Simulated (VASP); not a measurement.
A run of VASP 6.6.1:

INCAR

```
PREC = Accurate ; ENCUT = 520
EDIFF = 1E-6 ; ISMEAR = 0
SIGMA = 0.1 ; LREAL = False
LASPH = True ; NELM = 60
ALGO = Fast ; ISIF = 2
LWAVE = False ; LCHARG = True
GGA = PE ; LELF = True
LVHAR = True ; NBANDS = 39
```

Contents of KPOINTS:

```
Automatic mesh
0
Gamma
  10 10 10
```

File POSCAR:

```
Ti4Mo
1.0
   -3.5857327582      3.5857327582      1.5931678388
    3.5857327582     -3.5857327582      1.5931678388
    3.5857327582      3.5857327582     -1.5931678388
Ti Mo
4 1
Direct
    0.2178471942      0.5907011485      0.8085483427
    0.5907011485      0.7821528058      0.3728539543
    0.4092988515      0.2178471942      0.6271460457
    0.7821528058      0.4092988515      0.1914516573
    0.0000000000      0.0000000000      0.0000000000
```

Potentials or basis: VASP PAW PBE potentials, release 64 (Ti_sv, Mo_sv).

Launch:

```sh
$ cat potpaw_PBE.64/Ti_sv/POTCAR potpaw_PBE.64/Mo_sv/POTCAR > POTCAR
$ mpirun -np 1 vasp_std > vasp.out
```

Hardware: 1 thread of Intel(R) Xeon(R) 6975P-C (Granite Rapids), on a shared host.

**Question.** How long does it take, and how much memory?

**Answer.** Run time: 15 min on 1 thread of Intel(R) Xeon(R) 6975P-C (Granite Rapids), on a shared host, peak memory 0.51 GiB. Counts: scf iterations 40, k points 144.
